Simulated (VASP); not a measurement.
# SiC (klda): vibrations by perturbation theory with LDA

The system is SiC (klda).

```
Si C
1.0
     0.00000    2.16453    2.16453
     2.16453    0.00000    2.16453
     2.16453    2.16453    0.00000
Si C
1 1
Direct
  0.75000 0.75000 0.75000
  0.00000 0.00000 0.00000
```

```yaml
Program: VASP 6.6.1
Task: vibrations by perturbation theory
Functional: LDA
Potentials_or_basis: VASP PAW LDA potentials, release 64 (Si, C)
Cutoff: 520 eV
k_mesh: 10 × 10 × 10
Occupations: gaussian, width 0.01 eV
Spin: no spin polarisation
Dipole_correction: no
Further_INCAR_settings: ALGO = Normal; EDIFF = 1e-08; NBANDS = 11; IBRION = 8; NSW = 1
```

The electronic dielectric tensor (diagonal) is 6.97. The born charges (mean of the diagonal) is Si +2.72; C -2.72 e and the highest phonon frequency at Γ, LO-TO splitting left out is 798 cm⁻¹.

Phonon frequencies in cm⁻¹ (negative: imaginary):
| q point | frequencies |
| --- | --- |
| (0.000, 0.000, 0.000) | 0 0 0 798 798 798 |

Electronic dielectric tensor:
```
6.97 0.00 0.00
0.00 6.97 0.00
0.00 0.00 6.97
```

Born effective charge tensors (e):
atom 1, Si
```
2.72 0.00 0.00
0.00 2.72 0.00
0.00 0.00 2.72
```
atom 2, C
```
-2.72  0.00  0.00
 0.00 -2.72  0.00
 0.00  0.00 -2.72
```

Wall time 2.1 min on 1 thread of Intel(R) Xeon(R) Platinum 8259CL CPU @ 2.50GHz (Skylake/Cascade Lake), on a shared host, peak memory 0.21 GiB.
